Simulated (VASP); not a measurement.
Here is a VASP 6.6.1 calculation.

Contents of INCAR:

```
SYSTEM = KBr
PREC     = Accurate       ! precision mode
ENCUT    = 520            ! plane-wave cutoff, eV
EDIFF    = 1E-7           ! SCF threshold, eV
ISMEAR   = 0              ! smearing method
SIGMA    = 0.05           ! smearing width, eV
LREAL    = .FALSE.        ! projectors in reciprocal space
LASPH    = .TRUE.         ! aspherical terms in the spheres
NELM     = 60             ! most SCF steps
ALGO     = Normal         ! electronic algorithm
ISIF     = 2              ! what is computed and relaxed
LWAVE    = .FALSE.        ! write WAVECAR
LCHARG   = .TRUE.         ! write CHGCAR
GGA      = PS             ! functional
LELF     = .TRUE.         ! ELF
LVHAR    = .TRUE.       
NBANDS   = 15             ! bands
```

The input KPOINTS:

```
Automatic mesh
0
G
  6 6 6
  0 0 0
```

Contents of POSCAR:

```
KBr
1.0
    0.0000000000      3.2101875000      3.2101875000
    3.2925000000     -0.0823125000      3.2925000000
    3.2925000000      3.2925000000     -0.0823125000
K Br
1 1
Direct
    0.0000000000      0.0000000000      0.0000000000
    0.5000000000      0.5000000000      0.5000000000
```

Potentials or basis: VASP PAW PBE potentials, release 64 (K_sv, Br).

Run with:

```sh
$ cat potpaw_PBE.64/K_sv/POTCAR potpaw_PBE.64/Br/POTCAR > POTCAR
$ mpirun -np 1 vasp_std > vasp.out
```

Estimate the band gap on the k mesh.

4.23 eV, direct.

What does it give for the pressure?

-0.2 GPa.

Stress tensor (GPa, compression positive):
```
-0.20  0.00  0.00
 0.00 -0.18  0.26
 0.00  0.26 -0.18
```

Caveat: the cell differs from its parent crystal (strain -0.0500 x Voigt [0, 0, 0, 1, 0, 0]); the PAW data sets were made with another functional, which shifts forces and pressure a little.
